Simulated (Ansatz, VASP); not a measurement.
# Two plane-wave programs on Pt

The input INCAR:

```
SYSTEM = Pt
PREC = Accurate
ENCUT = 520
EDIFF = 1E-6
ISMEAR = 0
SIGMA = 0.15
LREAL = .FALSE.
LASPH = .TRUE.
NELM = 80
ALGO = Fast
ISIF = 2
LWAVE = .FALSE.
LCHARG = .FALSE.
GGA = PS
NBANDS = 17
```

The input KPOINTS:

```
Automatic mesh
0
G
  24 24 14
  0 0 0
```

POSCAR

```
Pt
1.0
    2.7251696203      0.0000000000      0.0000000000
   -1.3625848102      2.3600661208      0.0000000000
    0.0000000000      0.0000000000      4.8244757716
Pt
2
Direct
    0.6666666667      0.3333333333      0.7500000000
    0.3333333333      0.6666666667      0.2500000000
```

Input for Ansatz:

```yaml
crystal:
  lattice:
    - [2.7251696203, 0.0, 0.0]
    - [-1.3625848102, 2.3600661208, 0.0]
    - [0.0, 0.0, 4.8244757716]
  atoms:
    - { symbol: Pt, position: [0.6666666667, 0.3333333333, 0.75] }
    - { symbol: Pt, position: [0.3333333333, 0.6666666667, 0.25] }
basis:
  ecutwfc: 420
kpoints:
  mp_grid: { grid: [24, 24, 14] }
hamiltonian:
  xc: pbesol
scf:
  occupations: { method: gaussian, width: 0.15 }
output:
  forces: true
  stress: true
  eigenvalues: true
```

Change from the starting cell: strain +0.000 along x and y, +0.025 along z, atoms carried along.

Alike in both runs: task single point; functional PBEsol; k mesh 24 × 24 × 14; occupations gaussian, width 0.15 eV; no spin polarisation.

|  | VASP | Ansatz |
| --- | --- | --- |
| version | VASP 6.6.1 | Ansatz 0.2.0 |
| potentials or method | VASP PAW PBE potentials, release 64 (Pt), cutoff 520 eV | scalar-relativistic, plane waves, PAW |
| valence electrons in the cell | 20 | 36 |

VASP gave:

```
gap on the k mesh at the Fermi level (eV)                     : none
pressure (GPa)                                                : -6.0
traceless stress, the component that is largest in VASP (GPa) : -3.55
```

Question: Estimate Ansatz's values.

Answer: gap on the k mesh at the Fermi level (eV): none; pressure (GPa): -5.7; traceless stress, the component that is largest in VASP (GPa): -3.44.

VASP's potentials were made for PBE, not for PBEsol. A gap of «none» marks a metal or a gap that the smearing closes. VASP's potentials hold 20 valence electrons a cell and Ansatz's 36, so a difference there can come from the potentials and not from the codes.

Neither program's run includes spin-orbit coupling.
